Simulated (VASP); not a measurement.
# Ba2O (antifluorite type) (Fm-3m) in VASP: a series of runs

Runs on Ba2O (antifluorite type). Level: PBE. Tasks: single point.

Everything below comes from runs of VASP 6.6.1. Logs are shortened: lines on timing, memory, paths and dates and some standing lists are left out, and cuts for length are marked.

### Step 1. The cell of the first run

The structure is cubic, space group Fm-3m (No. 225). Conventional cell: a = 6.788 Å, b = 6.788 Å, c = 6.788 Å, α = 90.00°, β = 90.00°, γ = 90.00°. Ba (site symmetry -43m) has 4 O at 2.94 Å and 6 Ba at 3.39 Å within 3.9 Å. Within 3.9 Å of O (site symmetry m-3m) lie 8 Ba at 2.94 Å.

### Step 2. Single point, PBE

The input, INCAR:

```
PREC = Accurate
ENCUT = 520
EDIFF = 1E-6
ISMEAR = -1
SIGMA = 0.06122561905347299
LREAL = F
LASPH = T
NELM = 60
ALGO = Normal
ISIF = 2
LWAVE = F
LCHARG = F
GGA = PE
NBANDS = 20
```

The input, KPOINTS:

```
Automatic mesh
0
Gamma
  10 10 10
```

The input, POSCAR:

```
Ba2O
1.0
    0.0000000000      3.3942408818      3.3942408818
    3.3942408818      0.0000000000      3.3942408818
    3.3942408818      3.3942408818      0.0000000000
Ba O
2 1
Direct
    0.2500000000      0.2500000000      0.2500000000
    0.7500000000      0.7500000000      0.7500000000
    0.0000000000      0.0000000000      0.0000000000
```

Potentials or basis: VASP PAW PBE potentials, release 64 (Ba_sv, O).

Run with:

```sh
$ cat potpaw_PBE.64/Ba_sv/POTCAR potpaw_PBE.64/O/POTCAR > POTCAR
$ mpirun -np 1 vasp_std > vasp.out
```

OUTCAR:

```text
PREC = Accurate
   ENCUT = 520
   EDIFF = 1E-6
   ISMEAR = -1
   LREAL = F
   LASPH = T
   NELM = 60
   ISIF = 2
   GGA = PE

 ion  position               nearest neighbor table
   1  0.250  0.250  0.250-   3 2.94   3 2.94   3 2.94   3 2.94   2 3.39   2 3.39   2 3.39   2 3.39
                             2 3.39   2 3.39
   2  0.750  0.750  0.750-   3 2.94   3 2.94   3 2.94   3 2.94   1 3.39   1 3.39   1 3.39   1 3.39
                             1 3.39   1 3.39
   3  0.000  0.000  0.000-   2 2.94   2 2.94   2 2.94   1 2.94   2 2.94   1 2.94   1 2.94   1 2.94

  LATTYP: Found a face centered cubic cell.
 ALAT       =     6.7884817636

  Lattice vectors:

 A1 = (   0.0000000000,   3.3942408818,   3.3942408818)
 A2 = (   3.3942408818,   0.0000000000,   3.3942408818)
 A3 = (   3.3942408818,   3.3942408818,   0.0000000000)

Analysis of symmetry for initial positions (statically):
=====================================================================
 Subroutine PRICEL returns:
 Original cell was already a primitive cell.

 Routine SETGRP: Setting up the symmetry group for a
 face centered cubic supercell.

 Subroutine GETGRP returns: Found 48 space group operations
 (whereof 48 operations were pure point group operations)
 out of a pool of 48 trial point group operations.

The static configuration has the point symmetry O_h .

Analysis of symmetry for dynamics (positions and initial velocities):
=====================================================================
 Subroutine PRICEL returns:
 Original cell was already a primitive cell.

 Routine SETGRP: Setting up the symmetry group for a
 face centered cubic supercell.

 Subroutine GETGRP returns: Found 48 space group operations
 (whereof 48 operations were pure point group operations)
 out of a pool of 48 trial point group operations.

The dynamic configuration has the point symmetry O_h .

 Subroutine INISYM returns: Found 48 space group operations
 (whereof 48 operations are pure point group operations),
 and found     1 'primitive' translations

----------------------------------------------------------------------------------------

                                     Primitive cell

  volume of cell :      78.2092

  direct lattice vectors                    reciprocal lattice vectors
     0.000000000  3.394240882  3.394240882    -0.147308343  0.147308343  0.147308343
     3.394240882  0.000000000  3.394240882     0.147308343 -0.147308343  0.147308343
     3.394240882  3.394240882  0.000000000     0.147308343  0.147308343 -0.147308343

  length of vectors
     4.800181489  4.800181489  4.800181489     0.255145534  0.255145534  0.255145534

  position of ions in fractional coordinates (direct lattice)
     0.250000000  0.250000000  0.250000000
     0.750000000  0.750000000  0.750000000
     0.000000000  0.000000000  0.000000000

  ion indices of the primitive-cell ions
   primitive index   ion index
                 1           1
                 2           2
                 3           3

----------------------------------------------------------------------------------------

 KPOINTS: Automatic mesh

Automatic generation of k-mesh.
 Grid dimensions read from file:
 generate k-points for:   10   10   10

 Generating k-lattice:

  Cartesian coordinates                     Fractional coordinates (reciprocal lattice)
    -0.014730834  0.014730834  0.014730834     0.100000000  0.000000000  0.000000000
     0.014730834 -0.014730834  0.014730834     0.000000000  0.100000000  0.000000000
     0.014730834  0.014730834 -0.014730834     0.000000000  0.000000000  0.100000000

  Length of vectors
     0.025514553  0.025514553  0.025514553

  Shift w.r.t. Gamma in fractional coordinates (k-lattice)
     0.000000000  0.000000000  0.000000000

 Subroutine IBZKPT returns following result:
 ===========================================

 Found     47 irreducible k-points:

 Following reciprocal coordinates:
            Coordinates               Weight
  0.000000  0.000000  0.000000      1.000000
  0.100000  0.000000  0.000000      8.000000
  0.200000  0.000000  0.000000      8.000000
  0.300000  0.000000  0.000000      8.000000
  0.400000  0.000000  0.000000      8.000000
  0.500000  0.000000  0.000000      4.000000
[... 16 lines left out ...]
  0.300000  0.300000  0.000000      6.000000
  0.400000  0.300000  0.000000     24.000000
 [... further k-points ...]
   k-points           NKPTS =     47   k-points in BZ     NKDIM =     47   number of bands    NBANDS=     20
   number of dos      NEDOS =    301   number of ions     NIONS =      3
   total plane-waves  NPLWV =  46656
   dimension x,y,z NGX =    36 NGY =   36 NGZ =   36
   dimension x,y,z NGXF=    72 NGYF=   72 NGZF=   72
   ions per type =               2   1
   NGX,Y,Z   is equivalent  to a cutoff of  12.47, 12.47, 12.47 a.u.
   NGXF,Y,Z  is equivalent  to a cutoff of  24.94, 24.94, 24.94 a.u.
 SYSTEM =  unknown system
   PREC   = accura    normal or accurate (medium, high low for compatibility)
   ISTART =      0    job   : 0-new  1-cont  2-samecut
   ICHARG =      2    charge: 1-file 2-atom 10-const
   ISPIN  =      1    spin polarized calculation?
   LNONCOLLINEAR =      F non collinear calculations
   LSORBIT =      F    spin-orbit coupling
   LASPH  =      T    aspherical Exc in radial PAW
   ENCUT  =  520.0 eV  38.22 Ry    6.18 a.u.   8.93  8.93  8.93*2*pi/ulx,y,z
   NELM   =     60;   NELMIN=  2; NELMDL= -5     # of ELM steps
   EDIFF  = 0.1E-05   stopping-criterion for ELM
   LREAL  =      F    real-space projection
   EDIFFG = 0.1E-04   stopping-criterion for IOM
   NSW    =      0    number of steps for IOM
   IBRION =     -1    ionic relax: 0-MD 1-quasi-New 2-CG
   NFREE  =      0    steps in history (QN), initial steepest desc. (CG)
   ISIF   =      2    stress and relaxation
   ISYM   =      2    0-nonsym 1-usesym 2-fastsym
   POTIM  = 0.5000    time-step for ionic-motion
   TEBEG  =    0.0;   TEEND  =   0.0 temperature during run
   PSTRESS=    0.0 pullay stress
   NELECT =      26.0000    total number of electrons
   NUPDOWN=      -1.0000    fix difference up-down
   EMIN   =  10.00;   EMAX   =-10.00  energy-range for DOS
   EFERMI =   0.00;   METHOD = LEGACY
   ISMEAR =    -1;   SIGMA  =   0.06  broadening in eV -4-tet -1-fermi 0-gaus
   EFERMI_NEDOS =   21; number of points for ismear=-14 and -15
   IALGO  =     38    algorithm
   IMIX   =      4    mixing-type and parameters
     AMIX     =   0.40;   BMIX     =  1.00
     AMIX_MAG =   1.60;   BMIX_MAG =  1.00
  volume/ion in A,a.u.               =      26.07       175.93
  Fermi-wavevector in a.u.,A,eV,Ry     =   1.134088  2.143115 17.499198  1.286155
  Thomas-Fermi vector in A             =   2.270791
   LORBIT       =      0    0 simple, 1 ext, 2 COOP (PROOUT), +10 PAW based schemes
   GGA     = PE    functional components
   LHFCALC =     F    Hartree Fock is set to
   AEXX    =    0.0000 exact exchange contribution
   IVDW    =     0    specifies the selected vdW correction
   LEPSILON=     F    determine dielectric tensor
   LRPA    =     F    only Hartree local field effects (RPA)
 non-spin polarized calculation
  energy-cutoff  :      520.00
  volume of cell :       78.21
 maximum number of plane-waves:      2134
   NGX = 17   NGY = 17   NGZ = 17

 number of electron      26.0000006 magnetization

 Free energy of the ion-electron system (eV)
  ---------------------------------------------------
  ext. energy  EPLUGINS =         0.00000000
  ---------------------------------------------------
  free energy    TOTEN  =       -11.98395985 eV

  energy without entropy =      -11.95532059  energy(sigma->0) =      -11.96964022

 E-fermi :   4.2880     XC(G=0):  -9.6474

 val. band max:        4.2536371433   @ k =  -0.2000   0.1000   0.0000
 cond. band min:       4.3046937449   @ k =  -0.1000   0.1000   0.0000
 fundamental gap:      0.0510566016
 Fermi energy:         4.2880057548

 k-point     1 :       0.0000    0.0000    0.0000
  band No.  band energies     occupation
      1     -24.8780      2.00000
      2     -24.0029      2.00000
      3     -13.2516      2.00000
      4     -10.3896      2.00000
      5     -10.3896      2.00000
      6     -10.3896      2.00000
[... 12 lines left out ...]
     19      11.6072      0.00000
     20      11.6072      0.00000

 k-point     2 :       0.1000    0.0000    0.0000
  band No.  band energies     occupation
      1     -24.8565      2.00000
      2     -24.0242      2.00000
      3     -13.2779      2.00000
      4     -10.3749      2.00000
      5     -10.3648      2.00000
      6     -10.3648      2.00000
[... 12 lines left out ...]
     19      11.3781      0.00000
     20      11.4004      0.00000

 k-point     3 :       0.2000    0.0000    0.0000
  band No.  band energies     occupation
      1     -24.7940      2.00000
      2     -24.0861      2.00000
      3     -13.3489      2.00000
      4     -10.3139      2.00000
      5     -10.2904      2.00000
      6     -10.2904      2.00000
[... 12 lines left out ...]
     19      10.7574      0.00000
     20      10.7617      0.00000

 k-point     4 :       0.3000    0.0000    0.0000
  band No.  band energies     occupation
      1     -24.6967      2.00000
      2     -24.1825      2.00000
      3     -13.4407      2.00000
      4     -10.1857      2.00000
      5     -10.1667      2.00000
      6     -10.1667      2.00000
[... 429 lines left out ...]
 k-point    23 :       0.3000    0.3000    0.0000
  band No.  band energies     occupation
      1     -24.6785      2.00000
      2     -24.1867      2.00000
      3     -13.5385      2.00000
      4     -10.6528      2.00000
      5     -10.6528      2.00000
      6     -10.0535      2.00000
[... 12 lines left out ...]
     19       7.7056      0.00000
     20       9.7816      0.00000

 k-point    24 :       0.4000    0.3000    0.0000
  band No.  band energies     occupation
      1     -24.6204      2.00000
      2     -24.2390      2.00000
      3     -13.6165      2.00000
      4     -10.6788      2.00000
      5     -10.6687      2.00000
      6     -10.2224      2.00000
[... 12 lines left out ...]
     19       8.3366      0.00000
     20       9.3287      0.00000

 [... further k-points ...]

------------------------ aborting loop because EDIFF is reached ----------------------------------------

  FORCE on cell =-STRESS in cart. coord.  units (eV):
  Direction    XX          YY          ZZ          XY          YZ          ZX
  --------------------------------------------------------------------------------------
  -------------------------------------------------------------------------------------
  Total        1.1620942      1.1620942      1.1620942     -0.0000000     -0.0000000      0.0000000
  in kB       23.8064118     23.8064118     23.8064118     -0.0000000     -0.0000000      0.0000000
  external PRESSURE =      23.8064118 kB  Pullay stress =       0.0000000 kB

 VOLUME and BASIS-vectors are now :
 -----------------------------------------------------------------------------
  energy-cutoff  :      520.00
  volume of cell :       78.21
      direct lattice vectors                 reciprocal lattice vectors
     0.000000000  3.394240882  3.394240882    -0.147308343  0.147308343  0.147308343
     3.394240882  0.000000000  3.394240882     0.147308343 -0.147308343  0.147308343
     3.394240882  3.394240882  0.000000000     0.147308343  0.147308343 -0.147308343

 POSITION                                       TOTAL-FORCE (eV/Angst)
 -----------------------------------------------------------------------------------
      1.69712      1.69712      1.69712        -0.000000     -0.000000     -0.000000
      5.09136      5.09136      5.09136         0.000000      0.000000      0.000000
      0.00000      0.00000      0.00000         0.000000      0.000000      0.000000
 -----------------------------------------------------------------------------------
    total drift:                                0.000000      0.000000      0.000000

  FREE ENERGIE OF THE ION-ELECTRON SYSTEM (eV)
  ---------------------------------------------------
  free  energy   TOTEN  =       -11.9839598494 eV

  energy  without entropy=      -11.9553205944  energy(sigma->0) =      -11.96964022
```

Wall time 85 s (1 thread of Intel Xeon Platinum 8375C at 2.90GHz (Ice Lake), shared host); peak memory 0.23 GiB.

What came out:

| Property | Result |
| --- | --- |
| Free energy | -11.9840 eV |
| Pressure | 2.4 GPa |
| Band gap on the k mesh | zero (bands 13 and 14 overlap by 0.63 eV) |

Caveat: spin-orbit coupling is left out, which moves the levels of the heavy elements.

(Continued in part 2 of 2.)
